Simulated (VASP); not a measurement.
# CsSnBr3 (Pm-3m) in VASP: notebook, part 2 of 2

VASP 6.6.1. The steps go on from the part before.

**4. Single point, r2SCAN (37.47 Å³/atom)**

This run uses another cell than the first one, of 37.47 Å³/atom.

File POSCAR:

```
CsSnBr3
1.0
    5.7219082334      0.0000000000      0.0000000000
    0.0000000000      5.7219082334      0.0000000000
    0.0000000000      0.0000000000      5.7219082334
Cs Sn Br
1 1 3
Direct
    0.0000000000      0.0000000000      0.0000000000
    0.5000000000      0.5000000000      0.5000000000
    0.5000000000      0.5000000000      0.0000000000
    0.5000000000      0.0000000000      0.5000000000
    0.0000000000      0.5000000000      0.5000000000
```

File INCAR.step1:

```
PREC = Accurate ; ENCUT = 550
ISMEAR = 0 ; SIGMA = 0.01
LREAL = F ; LASPH = T
NELM = 120 ; NBANDS = 30
GGA = PE ; ALGO = Normal
EDIFF = 1E-5 ; LWAVE = T
LCHARG = F ; GGA_COMPAT = F
```

File INCAR.step2:

```
PREC = Accurate ; ENCUT = 550
EDIFF = 1E-6 ; ISMEAR = 0
SIGMA = 0.01 ; LREAL = F
LASPH = T ; NELM = 120
ALGO = Normal ; ISIF = 2
LWAVE = F ; LCHARG = F
METAGGA = R2SCAN ; LMIXTAU = T
NBANDS = 30 ; ISTART = 1
GGA_COMPAT = F
```

File KPOINTS:

```
regular mesh
0
Gamma
  4 4 4
```

Potentials or basis: VASP PAW PBE potentials, release 64 (Cs_sv, Sn_d, Br).

Started as:

```sh
$ cat potpaw_PBE.64/Cs_sv/POTCAR potpaw_PBE.64/Sn_d/POTCAR potpaw_PBE.64/Br/POTCAR > POTCAR
$ cp INCAR.step1 INCAR
$ mpirun -np 1 vasp_std > vasp.out
$ cp INCAR.step2 INCAR
$ mpirun -np 1 vasp_std > vasp.out
```

OUTCAR:

```text
PREC = Accurate
   ENCUT = 550
   EDIFF = 1E-6
   ISMEAR = 0
   LREAL = F
   LASPH = T
   NELM = 120
   ISIF = 2
   METAGGA = R2SCAN
   ISTART = 1

 ion  position               nearest neighbor table
   1  0.000  0.000  0.000-
   2  0.500  0.500  0.500-   3 2.86   4 2.86   5 2.86   3 2.86   4 2.86   5 2.86
   3  0.500  0.500  0.000-   2 2.86   2 2.86
   4  0.500  0.000  0.500-   2 2.86   2 2.86
   5  0.000  0.500  0.500-   2 2.86   2 2.86

  LATTYP: Found a simple cubic cell.
 ALAT       =     5.7219082334

  Lattice vectors:

 A1 = (   5.7219082334,   0.0000000000,   0.0000000000)
 A2 = (   0.0000000000,   5.7219082334,   0.0000000000)
 A3 = (   0.0000000000,   0.0000000000,   5.7219082334)

Analysis of symmetry for initial positions (statically):
=====================================================================
 Subroutine PRICEL returns:
 Original cell was already a primitive cell.

 Routine SETGRP: Setting up the symmetry group for a
[... 156 lines left out ...]
  free energy    TOTEN  =       -96.21962867 eV

  energy without entropy =      -96.21962867  energy(sigma->0) =      -96.21962867

 E-fermi :   2.9965     XC(G=0):  -8.3483

 val. band max:        2.9406312135   @ k =   0.5000   0.5000   0.5000
 cond. band min:       3.2628880789   @ k =   0.5000   0.5000   0.5000
 fundamental gap:      0.3222568654
 Fermi energy:         2.9965443567

 k-point     1 :       0.0000    0.0000    0.0000
  band No.  band energies     occupation
      1     -20.5260      2.00000
      2     -20.3816      2.00000
      3     -20.3816      2.00000
      4     -20.3309      2.00000
      5     -20.3309      2.00000
      6     -20.3309      2.00000
[... 319 lines left out ...]
     29       7.1626      0.00000
     30       8.5201      0.00000

------------------------ aborting loop because EDIFF is reached ----------------------------------------

  FORCE on cell =-STRESS in cart. coord.  units (eV):
  Direction    XX          YY          ZZ          XY          YZ          ZX
  --------------------------------------------------------------------------------------
  -------------------------------------------------------------------------------------
  Total        1.8800915      1.8800915      1.8800915     -0.0000000      0.0000000     -0.0000000
  in kB       16.0792914     16.0792914     16.0792914     -0.0000000      0.0000000     -0.0000000
  external PRESSURE =      16.0792914 kB  Pullay stress =       0.0000000 kB

 VOLUME and BASIS-vectors are now :
 -----------------------------------------------------------------------------
  energy-cutoff  :      550.00
  volume of cell :      187.34
      direct lattice vectors                 reciprocal lattice vectors
     5.721908233  0.000000000  0.000000000     0.174766871  0.000000000  0.000000000
     0.000000000  5.721908233  0.000000000     0.000000000  0.174766871  0.000000000
     0.000000000  0.000000000  5.721908233     0.000000000  0.000000000  0.174766871

 POSITION                                       TOTAL-FORCE (eV/Angst)
 -----------------------------------------------------------------------------------
      0.00000      0.00000      0.00000         0.000000      0.000000      0.000000
      2.86095      2.86095      2.86095         0.000000      0.000000      0.000000
      2.86095      2.86095      0.00000         0.000000      0.000000      0.000000
      2.86095      0.00000      2.86095         0.000000      0.000000      0.000000
      0.00000      2.86095      2.86095         0.000000      0.000000      0.000000
 -----------------------------------------------------------------------------------
    total drift:                                0.000000     -0.000000     -0.000000

  FREE ENERGIE OF THE ION-ELECTRON SYSTEM (eV)
  ---------------------------------------------------
  free  energy   TOTEN  =       -96.2196286711 eV

  energy  without entropy=      -96.2196286711  energy(sigma->0) =      -96.21962867
```

OUTCAR.step1:

```text
PREC = Accurate
   ENCUT = 550
   ISMEAR = 0
   LREAL = F
[... 546 lines left out ...]
      2.86095      2.86095      2.86095         0.000000      0.000000      0.000000
      2.86095      2.86095      0.00000         0.000000      0.000000      0.000000
      2.86095      0.00000      2.86095         0.000000      0.000000      0.000000
      0.00000      2.86095      2.86095         0.000000      0.000000      0.000000
 -----------------------------------------------------------------------------------
    total drift:                                0.000000     -0.000000     -0.000000

  FREE ENERGIE OF THE ION-ELECTRON SYSTEM (eV)
  ---------------------------------------------------
  free  energy   TOTEN  =       -15.6627193798 eV

  energy  without entropy=      -15.6627193798  energy(sigma->0) =      -15.66271938
```

It took 2 min on 1 thread of Intel Xeon 6975P-C (Granite Rapids), shared host; peak memory 0.39 GiB.

Results:

```
Free energy            : -96.2196 eV
Pressure               : 1.6 GPa
Band gap on the k mesh : 0.32 eV
```

Caveat: semilocal functionals underestimate gaps, and a narrow one can read as zero; the PAW data sets were made with another functional, which shifts forces and pressure a little; spin-orbit coupling is left out, which moves the levels of the heavy elements.

**5. Single point, r2SCAN (38.66 Å³/atom)**

This run uses another cell than the first one, of 38.66 Å³/atom.

POSCAR: that of step 4 with these lines changed.

```diff
@@ -2,5 +2,5 @@
 1.0
-    5.7219082334      0.0000000000      0.0000000000
-    0.0000000000      5.7219082334      0.0000000000
-    0.0000000000      0.0000000000      5.7219082334
+    5.7821432729      0.0000000000      0.0000000000
+    0.0000000000      5.7821432729      0.0000000000
+    0.0000000000      0.0000000000      5.7821432729
 Cs Sn Br
```

File INCAR.step1:

```
PREC     = Accurate       # precision mode
ENCUT    = 550            # plane-wave cutoff, eV
ISMEAR   = 0              # smearing method
SIGMA    = 0.01           # smearing width, eV
LREAL    = False          # projectors in reciprocal space
LASPH    = True           # aspherical terms in the spheres
NELM     = 120            # most SCF steps
NBANDS   = 30             # bands
GGA      = PE             # functional
ALGO     = Normal         # electronic algorithm
EDIFF    = 1E-5           # SCF threshold, eV
LWAVE    = True           # write WAVECAR
LCHARG   = False          # write CHGCAR
GGA_COMPAT= False
```

File INCAR.step2:

```
PREC     = Accurate       # precision mode
ENCUT    = 550            # plane-wave cutoff, eV
EDIFF    = 1E-6           # SCF threshold, eV
ISMEAR   = 0              # smearing method
SIGMA    = 0.01           # smearing width, eV
LREAL    = False          # projectors in reciprocal space
LASPH    = True           # aspherical terms in the spheres
NELM     = 120            # most SCF steps
ALGO     = Normal         # electronic algorithm
ISIF     = 2              # what is computed and relaxed
LWAVE    = False          # write WAVECAR
LCHARG   = False          # write CHGCAR
METAGGA  = R2SCAN         # meta-GGA
LMIXTAU  = True         
NBANDS   = 30             # bands
ISTART   = 1            
GGA_COMPAT= False
```

File KPOINTS:

```
Automatic mesh
0
Gamma
  4 4 4
```

Started as:

```sh
$ cat potpaw_PBE.64/Cs_sv/POTCAR potpaw_PBE.64/Sn_d/POTCAR potpaw_PBE.64/Br/POTCAR > POTCAR
$ cp INCAR.step1 INCAR
$ mpirun -np 1 vasp_std > vasp.out
$ cp INCAR.step2 INCAR
$ mpirun -np 1 vasp_std > vasp.out
```

It took 1.9 min on 1 thread of Intel Xeon 6975P-C (Granite Rapids), shared host; peak memory 0.39 GiB.

Results (log left out):

```
Free energy            : -96.2639 eV
Pressure               : 0.7 GPa
Band gap on the k mesh : 0.51 eV
```

Levels at points of the mesh, in eV from the valence-band top:
```
           k point  band 19  band 20  band 21  band 22  band 23  band 24  band 25  band 26
(0.00, 0.00, 0.00)    -3.57    -3.43    -3.43    -3.43     2.39     3.25     3.25     3.99
(0.50, 0.00, 0.00)    -3.72    -3.56    -3.56    -2.28     1.54     3.84     4.36     4.43
(0.50, 0.50, 0.00)    -3.84    -3.84    -3.05    -1.11     1.06     1.06     4.12     4.57
(0.50, 0.50, 0.50)    -3.04    -3.04    -3.04     0.00     0.51     0.51     0.51     3.95
```

Caveat: semilocal functionals underestimate gaps, and a narrow one can read as zero; the PAW data sets were made with another functional, which shifts forces and pressure a little; spin-orbit coupling is left out, which moves the levels of the heavy elements. A k mesh can miss the band edges.

**6. Summary**

```csv
level,cell,cutoff (eV),gap on the mesh (eV),pressure (GPa)
PBE,"a = 5.966 Å, 5 atoms",500,0.81,-0.5
PBE,"a = 6.023 Å, 5 atoms",500,0.93,-1.0
r2SCAN,"a = 5.722 Å, 5 atoms",550,0.32,1.6
r2SCAN,"a = 5.782 Å, 5 atoms",550,0.51,0.7
```

Alike in all rows: task single point; potentials or basis VASP PAW PBE potentials, release 64 (Cs_sv, Sn_d, Br); no spin polarisation; k mesh 4 × 4 × 4; smearing gaussian 0.01 eV.

Caveats: spin-orbit coupling is left out, which moves the levels of the heavy elements; semilocal functionals underestimate gaps, and a narrow one can read as zero (at least some runs); the PAW data sets were made with another functional, which shifts forces and pressure a little (at least some runs).

Absolute energies hang on the potentials; compare differences alone.
